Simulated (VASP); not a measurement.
Write the native input for VASP 6.6.1 that does the following.

* Task: single point
* Functional: PBE
* Potentials or basis: VASP PAW PBE potentials, release 64 (Nb_sv, Te, S)
* Cutoff: 520 eV
* k mesh: 6 × 6 × 6
* Occupations: gaussian, width 0.1 eV
* Spin: no spin polarisation
* Dipole correction: no
* Further INCAR settings: ALGO = Normal; EDIFF = 1e-07; NBANDS = 30

The structure of Nb2Te2S lies in POSCAR:

```
Nb2Te2S
1.0
   -2.3433322796      2.3433322796      5.6022769800
    2.3433322796     -2.3433322796      5.6022769800
    2.3433322796      2.3433322796     -5.6022769800
Nb Te S
2 2 1
Direct
    0.6115254516      0.6115254516      0.0000000000
    0.3884745484      0.3884745484      0.0000000000
    0.7500000000      0.2500000000      0.5000000000
    0.2500000000      0.7500000000      0.5000000000
    0.0000000000      0.0000000000      0.0000000000
```

The input as run:

INCAR

```
SYSTEM = Nb2Te2S
PREC = Accurate ; ENCUT = 520
EDIFF = 1E-7 ; ISMEAR = 0
SIGMA = 0.1 ; LREAL = .False.
LASPH = .True. ; NELM = 100
ALGO = Normal ; ISIF = 2
LWAVE = .False. ; LCHARG = .False.
GGA = PE ; NBANDS = 30
```

KPOINTS

```
Automatic mesh
0
Gamma
  6 6 6
  0 0 0
```

Potentials or basis: VASP PAW PBE potentials, release 64 (Nb_sv, Te, S).

Command:

```sh
$ cat potpaw_PBE.64/Nb_sv/POTCAR potpaw_PBE.64/Te/POTCAR potpaw_PBE.64/S/POTCAR > POTCAR
$ mpirun -np 1 vasp_std > vasp.out
```

It gave:

The pressure is -0.1 GPa. The largest force is 0.030 eV/Å and the band gap on the k mesh is zero (band 22 reaches 7.74 eV, above the bottom of band 23 at 7.29 eV).

Caveat: spin-orbit coupling is left out, which moves the levels of the heavy elements.

It took 3.9 min on 1 thread of Intel(R) Xeon(R) Platinum 8375C CPU @ 2.90GHz (Ice Lake), on a shared host, peak memory 0.38 GiB.
